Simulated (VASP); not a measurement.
Runs of VASP 6.6.1 on WS2. The structure is that of space group P6_3/mmc (No. 194), or close to it. The cells are those of the table. 

```tsv
cell	gap on the mesh (eV)	pressure (GPa)	largest force (eV/Å)
a = 2.968, b = 2.968, c = 13.709 Å, angles 90.0, 90.0, 120.0°, 6 atoms	0.75	-0.7	2.19
a = 3.398, b = 3.398, c = 10.462 Å, angles 90.0, 90.0, 120.0°, 6 atoms	none	3.3	2.29
a = 3.243, b = 3.243, c = 11.483 Å, angles 90.0, 90.0, 120.0°, 6 atoms	(a)	1.1	1.01
a = 2.890, b = 2.890, c = 14.460 Å, angles 90.0, 90.0, 120.0°, 6 atoms	none	(b)	2.94
a = 3.330, b = 3.330, c = 10.893 Å, angles 90.0, 90.0, 120.0°, 6 atoms	none	2.4	1.83
```

Alike in all rows: task single point; level PBE+D3(BJ); potentials or basis VASP PAW PBE potentials, release 64 (W_sv, S); no spin polarisation; k mesh 12 × 12 × 4; cutoff (eV) 520; smearing gaussian 0.05 eV.

**Question.** Estimate the missing entries.

**Answer.** (a) 0.22; (b) 0.3.

Caveats: spin-orbit coupling is left out, which moves the levels of the heavy elements; forces of over 1 eV/Å act on the atoms, so gaps and moduli don't describe the material at rest; the cell stands under pressure (at least some runs).

A k mesh can miss the band edges, and the runs leave out spin-orbit coupling on W.

A gap of «none» marks levels without a gap at the run's occupations.
